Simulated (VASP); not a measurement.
# KI (Fm-3m) in VASP: further runs, part 2 of 2

VASP 6.6.1.

### Step 4. Relaxation of cell and atoms, r2SCAN

Input file POSCAR:

```
KI
1.0
    0.0000000000      3.5881815161      3.5881815161
    3.5881815161      0.0000000000      3.5881815161
    3.5881815161      3.5881815161      0.0000000000
K I
1 1
Direct
    0.0000000000      0.0000000000      0.0000000000
    0.5000000000      0.5000000000      0.5000000000
```

Input file INCAR.step1:

```
ALGO = Normal
EDIFF = 1E-4
ENCUT = 600
GGA = PE
ISMEAR = -1
LASPH = T
LCHARG = F
LREAL = F
LWAVE = T
NELM = 80
PREC = Accurate
SIGMA = 0.02
```

Input file INCAR.step2:

```
ALGO = Normal
EDIFF = 1E-6
EDIFFG = -0.005
ENCUT = 600
IBRION = 2
ISIF = 3
ISMEAR = -1
ISTART = 1
LASPH = T
LCHARG = F
LMIXTAU = T
LREAL = F
LWAVE = F
METAGGA = R2SCAN
NELM = 80
NSW = 80
PREC = Accurate
SIGMA = 0.02
```

Input file KPOINTS:

```
k-points
0
Gamma
  6 6 6
```

Potentials or basis: VASP PAW PBE potentials, release 64 (K_sv, I).

Started as:

```bash
$ cat potpaw_PBE.64/K_sv/POTCAR potpaw_PBE.64/I/POTCAR > POTCAR
$ cp INCAR.step1 INCAR
$ mpirun -np 1 vasp_std > vasp.out
$ cp INCAR.step2 INCAR
$ mpirun -np 1 vasp_std > vasp.out
```

OUTCAR:

```text
EDIFF = 1E-6
   EDIFFG = -0.005
   ENCUT = 600
   IBRION = 2
   ISIF = 3
   ISMEAR = -1
   ISTART = 1
   LASPH = T
   LREAL = F
   METAGGA = R2SCAN
   NELM = 80
   NSW = 80
   PREC = Accurate

 ion  position               nearest neighbor table
   1  0.000  0.000  0.000-   2 3.59   2 3.59   2 3.59   2 3.59   2 3.59   2 3.59
   2  0.500  0.500  0.500-   1 3.59   1 3.59   1 3.59   1 3.59   1 3.59   1 3.59

  LATTYP: Found a face centered cubic cell.
 ALAT       =     7.1763630322

  Lattice vectors:

 A1 = (   0.0000000000,   3.5881815161,   3.5881815161)
 A2 = (   3.5881815161,   0.0000000000,   3.5881815161)
 A3 = (   3.5881815161,   3.5881815161,   0.0000000000)

Analysis of symmetry for initial positions (statically):
=====================================================================
 Subroutine PRICEL returns:
 Original cell was already a primitive cell.

 Routine SETGRP: Setting up the symmetry group for a
 face centered cubic supercell.

 Subroutine GETGRP returns: Found 48 space group operations
 (whereof 48 operations were pure point group operations)
 out of a pool of 48 trial point group operations.

The static configuration has the point symmetry O_h .

Analysis of symmetry for dynamics (positions and initial velocities):
=====================================================================
 Subroutine PRICEL returns:
 Original cell was already a primitive cell.

 Routine SETGRP: Setting up the symmetry group for a
 face centered cubic supercell.

 Subroutine GETGRP returns: Found 48 space group operations
 (whereof 48 operations were pure point group operations)
 out of a pool of 48 trial point group operations.

The dynamic configuration has the point symmetry O_h .

 Subroutine INISYM returns: Found 48 space group operations
[... 95 lines left out ...]
   ISYM   =      2    0-nonsym 1-usesym 2-fastsym
   POTIM  = 0.5000    time-step for ionic-motion
   TEBEG  =    0.0;   TEEND  =   0.0 temperature during run
   PSTRESS=    0.0 pullay stress
   NELECT =      16.0000    total number of electrons
   NUPDOWN=      -1.0000    fix difference up-down
   EMIN   =  10.00;   EMAX   =-10.00  energy-range for DOS
   EFERMI =   0.00;   METHOD = LEGACY
   ISMEAR =    -1;   SIGMA  =   0.02  broadening in eV -4-tet -1-fermi 0-gaus
   EFERMI_NEDOS =   21; number of points for ismear=-14 and -15
   IALGO  =     38    algorithm
   IMIX   =      4    mixing-type and parameters
     AMIX     =   0.40;   BMIX     =  1.00
     AMIX_MAG =   1.60;   BMIX_MAG =  1.00
  volume/ion in A,a.u.               =      46.20       311.76
  Fermi-wavevector in a.u.,A,eV,Ry     =   0.912495  1.724365 11.328848  0.832647
  Thomas-Fermi vector in A             =   2.036897
   LORBIT       =      0    0 simple, 1 ext, 2 COOP (PROOUT), +10 PAW based schemes
   METAGGA = R2SCAN    functional components
   LHFCALC =     F    Hartree Fock is set to
   AEXX    =    0.0000 exact exchange contribution
   IVDW    =     0    specifies the selected vdW correction
   LEPSILON=     F    determine dielectric tensor
   LRPA    =     F    only Hartree local field effects (RPA)
 conjugate gradient relaxation of ions
 non-spin polarized calculation
  energy-cutoff  :      600.00
  volume of cell :       92.40
 maximum number of plane-waves:      3119
 NGX is ok and might be reduce to    42
   NGX = 21   NGY = 21   NGZ = 21

--------------------------------------- Ionic step        1  -------------------------------------------

 number of electron      16.0000000 magnetization

 Free energy of the ion-electron system (eV)
  ---------------------------------------------------
  ext. energy  EPLUGINS =         0.00000000
  ---------------------------------------------------
  free energy    TOTEN  =       -33.98209924 eV

  energy without entropy =      -33.98209924  energy(sigma->0) =      -33.98209924

------------------------ aborting loop because EDIFF is reached ----------------------------------------

  FORCE on cell =-STRESS in cart. coord.  units (eV):
  Direction    XX          YY          ZZ          XY          YZ          ZX
  --------------------------------------------------------------------------------------
  -------------------------------------------------------------------------------------
  Total       -0.2284222     -0.2284222     -0.2284222     -0.0000000      0.0000000     -0.0000000
  in kB       -3.9609161     -3.9609161     -3.9609161     -0.0000000      0.0000000     -0.0000000
  external PRESSURE =      -3.9609161 kB  Pullay stress =       0.0000000 kB
[... 59 lines left out ...]
--------------------------------------- Ionic step        3  -------------------------------------------

 number of electron      15.9999999 magnetization

 Free energy of the ion-electron system (eV)
  ---------------------------------------------------
  ext. energy  EPLUGINS =         0.00000000
  ---------------------------------------------------
  free energy    TOTEN  =       -33.98602370 eV

  energy without entropy =      -33.98602370  energy(sigma->0) =      -33.98602370

 E-fermi :  -0.3724     XC(G=0):  -7.4628

 val. band max:       -0.8231029817   @ k =   0.0000   0.0000   0.0000
 cond. band min:       3.7511581962   @ k =   0.0000   0.0000   0.0000
 fundamental gap:      4.5742611779
 Fermi energy:        -0.3723926047

 k-point     1 :       0.0000    0.0000    0.0000
  band No.  band energies     occupation
      1     -30.5044      2.00000
      2     -13.2183      2.00000
      3     -13.2183      2.00000
      4     -13.2183      2.00000
      5     -11.6156      2.00000
      6      -0.8231      2.00000
      7      -0.8231      2.00000
      8      -0.8231      2.00000
      9       3.7512      0.00000
     10       6.2317      0.00000
     11       6.2317      0.00000
     12       6.2317      0.00000
[... 252 lines left out ...]
  FREE ENERGIE OF THE ION-ELECTRON SYSTEM (eV)
  ---------------------------------------------------
  free  energy   TOTEN  =       -33.9860236951 eV

  energy  without entropy=      -33.9860236951  energy(sigma->0) =      -33.98602370

 reached required accuracy - stopping structural energy minimisation
```

OSZICAR.step1:

```text
N       E                     dE             d eps       ncg     rms          rms(c)
DAV:   1     0.103071470170E+03    0.10307E+03   -0.69734E+03   384   0.125E+03
DAV:   2     0.950904684771E+00   -0.10212E+03   -0.96803E+02   456   0.261E+02
DAV:   3    -0.533136416602E+01   -0.62823E+01   -0.62564E+01   504   0.608E+01
DAV:   4    -0.565297516353E+01   -0.32161E+00   -0.32124E+00   712   0.114E+01
DAV:   5    -0.565456991521E+01   -0.15948E-02   -0.15946E-02   500   0.817E-01    0.278E+00
DAV:   6    -0.556415968751E+01    0.90410E-01   -0.13222E-01   452   0.221E+00    0.203E+00
DAV:   7    -0.555832781211E+01    0.58319E-02   -0.13597E-01   480   0.205E+00    0.800E-01
DAV:   8    -0.556447292072E+01   -0.61451E-02   -0.14468E-02   504   0.891E-01    0.107E-01
DAV:   9    -0.556503083430E+01   -0.55791E-03   -0.11028E-03   492   0.213E-01    0.690E-02
DAV:  10    -0.556522384339E+01   -0.19301E-03   -0.19557E-04   444   0.995E-02    0.177E-02
DAV:  11    -0.556523967455E+01   -0.15831E-04   -0.29230E-05   344   0.372E-02
   1 F= -.55652397E+01 E0= -.55652397E+01  d E =-.401422E-12
```

Run time: 2.3 min. Hardware: 1 thread of AMD EPYC 9R45 (Zen 5), shared host; peak memory 0.26 GiB.

What came out:

* Free energy: -33.9860 eV
* Relaxed volume: 44.68 Å³/atom
* Relaxed cell: a = 5.018 Å, b = 5.018 Å, c = 5.018 Å, α = 60.00°, β = 60.00°, γ = 60.00°
* Space group after relaxing (to 0.1 Å): Fm-3m (No. 225)
* Energy gained by relaxing: 2.0 meV/atom
* Ionic steps: 3
* Pressure after relaxing: 0.0 GPa
* Band gap on the k mesh: 4.57 eV

Step by step:
| step | energy change (eV) | largest force (eV/Å) | pressure (GPa) | volume (Å³) |
| --- | --- | --- | --- | --- |
| 1 | 0.0000 | 0.0000 | -0.40 | 92.40 |
| 2 | -0.0029 | 0.0000 | -0.21 | 90.88 |
| 3 | -0.0039 | 0.0000 | -0.01 | 89.35 |

Final structure:
```cif
data_structure
_symmetry_space_group_name_H-M 'P 1'
_symmetry_Int_Tables_number 1
_cell_length_a 5.0181
_cell_length_b 5.0181
_cell_length_c 5.0181
_cell_angle_alpha 60.000
_cell_angle_beta 60.000
_cell_angle_gamma 60.000
_cell_volume 89.35
loop_
_atom_site_label
_atom_site_type_symbol
_atom_site_fract_x
_atom_site_fract_y
_atom_site_fract_z
_atom_site_occupancy
K1 K 0.00000 0.00000 0.00000 1
I1 I 0.50000 0.50000 0.50000 1
```

Levels at points of the mesh, in eV from the valence-band top:
| k point | band 6 | band 7 | band 8 | band 9 | band 10 | band 11 |
| --- | --- | --- | --- | --- | --- | --- |
| (0.00, 0.00, 0.00) | 0.00 | 0.00 | 0.00 | 4.57 | 7.05 | 7.05 |
| (0.50, 0.00, 0.00) | -1.29 | -0.32 | -0.32 | 6.01 | 8.30 | 8.74 |
| (0.50, 0.50, 0.00) | -1.00 | -0.37 | -0.37 | 5.39 | 6.47 | 8.82 |

Caveat: the PAW data sets were made with another functional, which shifts forces and pressure a little; spin-orbit coupling is left out, which moves the levels of the heavy elements. r2SCAN opens gaps a little over a GGA but as a rule still falls short of measured ones.

### Step 5. Summary

| level | potentials or basis | gap on the mesh (eV) | pressure (GPa) | relaxed volume (Å³/atom) |
| --- | --- | --- | --- | --- |
| PBEsol | VASP PAW PBE potentials, release 64 (K_sv, I) | 3.86 | 0.0 | 43.16 |
| LDA | VASP PAW LDA potentials, release 64 (K_sv, I) | 3.87 | 0.0 | 39.75 |
| r2SCAN | VASP PAW PBE potentials, release 64 (K_sv, I) | 4.57 | 0.0 | 44.68 |

Alike in all rows: task relaxation of cell and atoms; no spin polarisation; cell relaxed; k mesh 6 × 6 × 6; cutoff (eV) 600; smearing fermi-dirac 0.02 eV.

Caveats: spin-orbit coupling is left out, which moves the levels of the heavy elements; the PAW data sets were made with another functional, which shifts forces and pressure a little (at least some runs).

Absolute energies hang on the potentials; compare differences alone.
